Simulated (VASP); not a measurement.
Write the native input for VASP 6.6.1 that does the following.

```yaml
Task: single point
Functional: PBE
Potentials_or_basis: VASP PAW PBE potentials, release 64 (Hf_pv, B)
Cutoff: 520 eV
k_mesh: 6 × 6 × 6
Occupations: gaussian, width 0.1 eV
Spin: no spin polarisation
Dipole_correction: no
Further_INCAR_settings: ALGO = Normal; EDIFF = 1e-06; NBANDS = 15
```

The structure of HfB2 lies in POSCAR:

```
HfB2
1.0
    3.1326790800      0.0000000000      0.0000000000
   -1.5663395400      2.7129796700      0.0000000000
    0.0000000000      0.0000000000      3.4792139900
Hf B
1 2
Direct
    0.0000000000      0.0000000000      0.0000000000
    0.3333333300      0.6666666700      0.5000000000
    0.6666666700      0.3333333300      0.5000000000
```

One way to write it, as run:

INCAR

```
ALGO = Normal ; EDIFF = 1E-6
ENCUT = 520 ; GGA = PE
ISIF = 2 ; ISMEAR = 0
LASPH = T ; LCHARG = F
LREAL = F ; LWAVE = F
NBANDS = 15 ; NELM = 100
PREC = Accurate ; SIGMA = 0.1
```

KPOINTS

```
k-points
0
Gamma
  6 6 6
```

Potentials or basis: VASP PAW PBE potentials, release 64 (Hf_pv, B).

Command:

```console
$ cat potpaw_PBE.64/Hf_pv/POTCAR potpaw_PBE.64/B/POTCAR > POTCAR
$ mpirun -np 1 vasp_std > vasp.out
```

Results of the run:

```
Pressure               : 2.5 GPa
Band gap on the k mesh : zero (bands 8 and 9 overlap by 1.17 eV)
```

Caveat: the k points lie up to 0.39 Å⁻¹ apart, too coarse for converged energies and pressures of a metal; spin-orbit coupling is left out, which moves the levels of the heavy elements.

Run time: 16 s on 1 thread of Intel Xeon 8259CL, on a shared host, peak memory 0.15 GiB.
